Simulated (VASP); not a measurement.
# Ga2PtF6 (Fm-3m) in VASP: further runs

Runs on Ga2PtF6. Level: PBE. Tasks: single point, relaxation of cell and atoms.

Program: VASP 6.6.1. These are calculated values, not measurements. Logs are shortened: lines on timing, memory, paths and dates and some standing lists are left out, and cuts for length are marked.

### Step 1. The cell of the first run

It takes space group Fm-3m (No. 225, cubic). Conventional cell: a = 7.914 Å, b = 7.914 Å, c = 7.914 Å, α = 90.00°, β = 90.00°, γ = 90.00°. Ga (site symmetry -43m) has 6 F at 1.98 Å within 2.6 Å. Pt (site symmetry m-3m) has 12 F at 2.80 Å and 8 Ga at 3.43 Å within 3.7 Å. Within 2.6 Å of F (site symmetry mmm) lie 2 Ga at 1.98 Å.

### Step 2. Single point, PBE (atoms taken out)

INCAR

```
  ALGO = Normal
  EDIFF = 1E-7
  ENCUT = 520
  GGA = PE
  ISIF = 2
  ISMEAR = 0
  LASPH = T
  LCHARG = F
  LREAL = F
  LWAVE = F
  NBANDS = 49
  NELM = 100
  PREC = Accurate
  SIGMA = 0.1
```

KPOINTS

```
k-points
0
Gamma
  8 8 8
```

POSCAR

```
Ga2PtF6
1.0
    0.0000000000      3.9571029990      3.9571029990
    3.9571029990      0.0000000000      3.9571029990
    3.9571029990      3.9571029990      0.0000000000
Ga Pt F
2 1 6
Direct
    0.7500000000      0.7500000000      0.7500000000
    0.2500000000      0.2500000000      0.2500000000
    0.0000000000      0.0000000000      0.0000000000
    0.5000000000      0.0000000000      0.0000000000
    0.0000000000      0.5000000000      0.5000000000
    0.0000000000      0.5000000000      0.0000000000
    0.5000000000      0.0000000000      0.5000000000
    0.0000000000      0.0000000000      0.5000000000
    0.5000000000      0.5000000000      0.0000000000
```

Potentials or basis: VASP PAW PBE potentials, release 64 (Ga_d, Pt, F).

Started as:

```
$ cat potpaw_PBE.64/Ga_d/POTCAR potpaw_PBE.64/Pt/POTCAR potpaw_PBE.64/F/POTCAR > POTCAR
$ mpirun -np 1 vasp_std > vasp.out
```

OUTCAR:

```text
EDIFF = 1E-7
   ENCUT = 520
   GGA = PE
   ISIF = 2
   ISMEAR = 0
   LASPH = T
   LREAL = F
   NELM = 100
   PREC = Accurate

 ion  position               nearest neighbor table
   1  0.750  0.750  0.750-   4 1.98   5 1.98   6 1.98   7 1.98   8 1.98   9 1.98
   2  0.250  0.250  0.250-   4 1.98   5 1.98   6 1.98   7 1.98   8 1.98   9 1.98
   3  0.000  0.000  0.000-
   4  0.500  0.000  0.000-   1 1.98   2 1.98
   5  0.000  0.500  0.500-   1 1.98   2 1.98
   6  0.000  0.500  0.000-   1 1.98   2 1.98
   7  0.500  0.000  0.500-   1 1.98   2 1.98
   8  0.000  0.000  0.500-   1 1.98   2 1.98
   9  0.500  0.500  0.000-   1 1.98   2 1.98

  LATTYP: Found a face centered cubic cell.
 ALAT       =     7.9142059980

  Lattice vectors:

 A1 = (   0.0000000000,   3.9571029990,   3.9571029990)
 A2 = (   3.9571029990,   0.0000000000,   3.9571029990)
 A3 = (   3.9571029990,   3.9571029990,   0.0000000000)

Analysis of symmetry for initial positions (statically):
=====================================================================
 Subroutine PRICEL returns:
 Original cell was already a primitive cell.

 Routine SETGRP: Setting up the symmetry group for a
 face centered cubic supercell.

 Subroutine GETGRP returns: Found 48 space group operations
 (whereof 48 operations were pure point group operations)
 out of a pool of 48 trial point group operations.

The static configuration has the point symmetry O_h .

Analysis of symmetry for dynamics (positions and initial velocities):
=====================================================================
 Subroutine PRICEL returns:
 Original cell was already a primitive cell.

 Routine SETGRP: Setting up the symmetry group for a
 face centered cubic supercell.

 Subroutine GETGRP returns: Found 48 space group operations
 (whereof 48 operations were pure point group operations)
 out of a pool of 48 trial point group operations.

The dynamic configuration has the point symmetry O_h .

 Subroutine INISYM returns: Found 48 space group operations
 (whereof 48 operations are pure point group operations),
 and found     1 'primitive' translations

----------------------------------------------------------------------------------------

                                     Primitive cell

  volume of cell :     123.9259

  direct lattice vectors                    reciprocal lattice vectors
     0.000000000  3.957102999  3.957102999    -0.126355063  0.126355063  0.126355063
     3.957102999  0.000000000  3.957102999     0.126355063 -0.126355063  0.126355063
     3.957102999  3.957102999  0.000000000     0.126355063  0.126355063 -0.126355063

  length of vectors
     5.596188729  5.596188729  5.596188729     0.218853389  0.218853389  0.218853389

  position of ions in fractional coordinates (direct lattice)
     0.750000000  0.750000000  0.750000000
     0.250000000  0.250000000  0.250000000
     0.000000000  0.000000000  0.000000000
     0.500000000  0.000000000  0.000000000
     0.000000000  0.500000000  0.500000000
     0.000000000  0.500000000  0.000000000
     0.500000000  0.000000000  0.500000000
     0.000000000  0.000000000  0.500000000
     0.500000000  0.500000000  0.000000000

  ion indices of the primitive-cell ions
   primitive index   ion index
                 1           1
                 2           2
                 3           3
                 4           4
                 5           5
                 6           6
                 7           7
                 8           8
                 9           9

----------------------------------------------------------------------------------------

 KPOINTS: k-points

Automatic generation of k-mesh.
 Grid dimensions read from file:
 generate k-points for:    8    8    8

 Generating k-lattice:

  Cartesian coordinates                     Fractional coordinates (reciprocal lattice)
    -0.015794383  0.015794383  0.015794383     0.125000000  0.000000000  0.000000000
     0.015794383 -0.015794383  0.015794383     0.000000000  0.125000000  0.000000000
     0.015794383  0.015794383 -0.015794383     0.000000000  0.000000000  0.125000000

  Length of vectors
     0.027356674  0.027356674  0.027356674

  Shift w.r.t. Gamma in fractional coordinates (k-lattice)
     0.000000000  0.000000000  0.000000000

 Subroutine IBZKPT returns following result:
 ===========================================

 Found     29 irreducible k-points:

 Following reciprocal coordinates:
            Coordinates               Weight
  0.000000  0.000000  0.000000      1.000000
  0.125000  0.000000  0.000000      8.000000
  0.250000  0.000000  0.000000      8.000000
  0.375000  0.000000  0.000000      8.000000
  0.500000  0.000000  0.000000      4.000000
  0.125000  0.125000  0.000000      6.000000
[... 16 lines left out ...]
  0.500000  0.250000  0.125000     48.000000
 -0.375000  0.250000  0.125000     24.000000
 [... further k-points ...]
   k-points           NKPTS =     29   k-points in BZ     NKDIM =     29   number of bands    NBANDS=     49
   number of dos      NEDOS =    301   number of ions     NIONS =      9
   total plane-waves  NPLWV =  74088
   dimension x,y,z NGX =    42 NGY =   42 NGZ =   42
   dimension x,y,z NGXF=    84 NGYF=   84 NGZF=   84
   ions per type =               2   1   6
   NGX,Y,Z   is equivalent  to a cutoff of  12.48, 12.48, 12.48 a.u.
   NGXF,Y,Z  is equivalent  to a cutoff of  24.95, 24.95, 24.95 a.u.
 SYSTEM =  unknown system
   PREC   = accura    normal or accurate (medium, high low for compatibility)
   ISTART =      0    job   : 0-new  1-cont  2-samecut
   ICHARG =      2    charge: 1-file 2-atom 10-const
   ISPIN  =      1    spin polarized calculation?
   LNONCOLLINEAR =      F non collinear calculations
   LSORBIT =      F    spin-orbit coupling
   LASPH  =      T    aspherical Exc in radial PAW
   ENCUT  =  520.0 eV  38.22 Ry    6.18 a.u.  10.41 10.41 10.41*2*pi/ulx,y,z
   NELM   =    100;   NELMIN=  2; NELMDL= -5     # of ELM steps
   EDIFF  = 0.1E-06   stopping-criterion for ELM
   LREAL  =      F    real-space projection
   EDIFFG = 0.1E-05   stopping-criterion for IOM
   NSW    =      0    number of steps for IOM
   IBRION =     -1    ionic relax: 0-MD 1-quasi-New 2-CG
   NFREE  =      0    steps in history (QN), initial steepest desc. (CG)
   ISIF   =      2    stress and relaxation
   ISYM   =      2    0-nonsym 1-usesym 2-fastsym
   POTIM  = 0.5000    time-step for ionic-motion
   TEBEG  =    0.0;   TEEND  =   0.0 temperature during run
   PSTRESS=    0.0 pullay stress
   NELECT =      78.0000    total number of electrons
   NUPDOWN=      -1.0000    fix difference up-down
   EMIN   =  10.00;   EMAX   =-10.00  energy-range for DOS
   EFERMI =   0.00;   METHOD = LEGACY
   ISMEAR =     0;   SIGMA  =   0.10  broadening in eV -4-tet -1-fermi 0-gaus
   EFERMI_NEDOS =   21; number of points for ismear=-14 and -15
   IALGO  =     38    algorithm
   IMIX   =      4    mixing-type and parameters
     AMIX     =   0.40;   BMIX     =  1.00
     AMIX_MAG =   1.60;   BMIX_MAG =  1.00
  volume/ion in A,a.u.               =      13.77        92.92
  Fermi-wavevector in a.u.,A,eV,Ry     =   1.402983  2.651253 26.781174  1.968361
  Thomas-Fermi vector in A             =   2.525690
   LORBIT       =      0    0 simple, 1 ext, 2 COOP (PROOUT), +10 PAW based schemes
   GGA     = PE    functional components
   LHFCALC =     F    Hartree Fock is set to
   AEXX    =    0.0000 exact exchange contribution
   IVDW    =     0    specifies the selected vdW correction
   LEPSILON=     F    determine dielectric tensor
   LRPA    =     F    only Hartree local field effects (RPA)
 non-spin polarized calculation
 Gauss-broadening in eV      SIGMA  =   0.10
  energy-cutoff  :      520.00
  volume of cell :      123.93
 maximum number of plane-waves:      3383
 NGX is ok and might be reduce to    42
   NGX = 21   NGY = 21   NGZ = 21

 number of electron      78.0000079 magnetization

 Free energy of the ion-electron system (eV)
  ---------------------------------------------------
  ext. energy  EPLUGINS =         0.00000000
  ---------------------------------------------------
  free energy    TOTEN  =       -37.55108380 eV

  energy without entropy =      -37.50743383  energy(sigma->0) =      -37.52925881

 E-fermi :   3.1599     XC(G=0):  -9.8172

 val. band max:        3.1565888726   @ k =   0.5000   0.3750   0.0000
 cond. band min:       3.1929202734   @ k =  -0.2500   0.5000   0.2500
 fundamental gap:      0.0363314008
 Fermi energy:         3.1598703829

 k-point     1 :       0.0000    0.0000    0.0000
  band No.  band energies     occupation
      1     -22.2615      2.00000
      2     -21.5791      2.00000
      3     -21.5791      2.00000
      4     -21.5791      2.00000
      5     -21.4705      2.00000
      6     -21.4705      2.00000
[... 41 lines left out ...]
     48      11.5568      0.00000
     49      11.5568      0.00000

 k-point     2 :       0.1250    0.0000    0.0000
  band No.  band energies     occupation
      1     -22.2370      2.00000
      2     -21.6073      2.00000
      3     -21.5751      2.00000
      4     -21.5751      2.00000
      5     -21.4739      2.00000
      6     -21.4739      2.00000
[... 41 lines left out ...]
     48      11.5235      0.00000
     49      11.7980      0.00000

 k-point     3 :       0.2500    0.0000    0.0000
  band No.  band energies     occupation
      1     -22.1676      2.00000
      2     -21.6861      2.00000
      3     -21.5634      2.00000
      4     -21.5634      2.00000
      5     -21.4860      2.00000
      6     -21.4860      2.00000
[... 1081 lines left out ...]
     48      12.1626      0.00000
     49      12.5312      0.00000

 k-point    24 :      -0.3750    0.2500    0.1250
  band No.  band energies     occupation
      1     -21.9144      2.00000
      2     -21.9112      2.00000
      3     -21.5652      2.00000
      4     -21.5646      2.00000
      5     -21.5055      2.00000
      6     -21.5051      2.00000
[... 41 lines left out ...]
     48      12.0459      0.00000
     49      12.1295      0.00000

 [... further k-points ...]
[... 5 lines left out ...]
  --------------------------------------------------------------------------------------
  -------------------------------------------------------------------------------------
  Total        0.3211097      0.3211097      0.3211097     -0.0000000     -0.0000000     -0.0000000
  in kB        4.1514700      4.1514700      4.1514700     -0.0000000     -0.0000000     -0.0000000
  external PRESSURE =       4.1514700 kB  Pullay stress =       0.0000000 kB

 VOLUME and BASIS-vectors are now :
 -----------------------------------------------------------------------------
  energy-cutoff  :      520.00
  volume of cell :      123.93
      direct lattice vectors                 reciprocal lattice vectors
     0.000000000  3.957102999  3.957102999    -0.126355063  0.126355063  0.126355063
     3.957102999  0.000000000  3.957102999     0.126355063 -0.126355063  0.126355063
     3.957102999  3.957102999  0.000000000     0.126355063  0.126355063 -0.126355063

 POSITION                                       TOTAL-FORCE (eV/Angst)
 -----------------------------------------------------------------------------------
      5.93565      5.93565      5.93565        -0.000000     -0.000000     -0.000000
      1.97855      1.97855      1.97855         0.000000      0.000000      0.000000
      0.00000      0.00000      0.00000        -0.000000      0.000000     -0.000000
      0.00000      1.97855      1.97855        -0.000000      0.000000     -0.000000
      3.95710      1.97855      1.97855        -0.000000      0.000000     -0.000000
      1.97855      0.00000      1.97855        -0.000000      0.000000     -0.000000
      1.97855      3.95710      1.97855        -0.000000      0.000000     -0.000000
      1.97855      1.97855      0.00000        -0.000000      0.000000     -0.000000
      1.97855      1.97855      3.95710        -0.000000      0.000000     -0.000000
 -----------------------------------------------------------------------------------
    total drift:                               -0.000000     -0.000000      0.000000

  FREE ENERGIE OF THE ION-ELECTRON SYSTEM (eV)
  ---------------------------------------------------
  free  energy   TOTEN  =       -37.5510837953 eV

  energy  without entropy=      -37.5074338280  energy(sigma->0) =      -37.52925881
```

It took 2.7 min on 1 thread of AMD EPYC 7R13 (Zen 3), shared host; peak memory 0.32 GiB.

What came out:

- Free energy: -37.5511 eV
- Pressure: 0.4 GPa
- Band gap on the k mesh: zero (bands 39 and 40 overlap by 0.54 eV)

Caveat: the cell differs from its parent crystal (atoms taken out); spin-orbit coupling is left out, which moves the levels of the heavy elements.

(Continued in part 2 of 2.)

The gap in the log of VASP goes by the Fermi energy; the results here count the filled bands.